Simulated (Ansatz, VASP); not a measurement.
## One calculation of MgO, two programs

Contents of INCAR:

```
SYSTEM = MgO
PREC = Accurate
ENCUT = 520
EDIFF = 1E-6
ISMEAR = 0
SIGMA = 0.028000000000000004
LREAL = .FALSE.
LASPH = .TRUE.
NELM = 100
ALGO = Normal
ISIF = 2
LWAVE = .FALSE.
LCHARG = .TRUE.
GGA = PE
LELF = .TRUE.
LVHAR = .TRUE.
NBANDS = 11
```

Contents of KPOINTS:

```
regular mesh
0
G
  11 11 11
  0 0 0
```

Contents of POSCAR:

```
MgO
1.0
    0.0000000000      2.0970013927      2.0970013927
    2.0970013927      0.0000000000      2.0970013927
    2.0970013927      2.0970013927      0.0000000000
Mg O
1 1
Direct
    0.0000000000      0.0000000000      0.0000000000
    0.5000000000      0.5000000000      0.5000000000
```

input.yaml

```yaml
crystal:
  lattice:
    - [0.0, 2.0970013927, 2.0970013927]
    - [2.0970013927, 0.0, 2.0970013927]
    - [2.0970013927, 2.0970013927, 0.0]
  atoms:
    - { symbol: Mg, position: [0.0, 0.0, 0.0] }
    - { symbol: O, position: [0.5, 0.5, 0.5] }
kpoints:
  mp_grid: { grid: [11, 11, 11] }
scf:
  occupations: { method: gaussian, width: 0.028 }
hamiltonian:
  xc: pbe
  pseudopotentials: { kind: all_electron, lapw: { basis_error: 0.001 } }
output:
  forces: true
  stress: true
  eigenvalues: true
```

Alike in both runs: task single point; functional PBE; k mesh 11 × 11 × 11; occupations gaussian, width 0.028 eV; no spin polarisation.

|  | VASP | Ansatz |
| --- | --- | --- |
| version | VASP 6.6.1 | Ansatz 0.2.0 |
| potentials or method | VASP PAW PBE potentials, release 64 (Mg, O), cutoff 520 eV | all-electron LAPW, scalar-relativistic |

```tsv
	VASP	Ansatz	Ansatz less VASP
gap on the k mesh at the Fermi level (eV)	4.85	4.86	+0.011
least direct gap on the mesh (eV)	4.85	4.86	+0.011
pressure (GPa)	6.2	7.0	+0.79
```

Ansatz ran all-electron here, and VASP with PAW potentials.
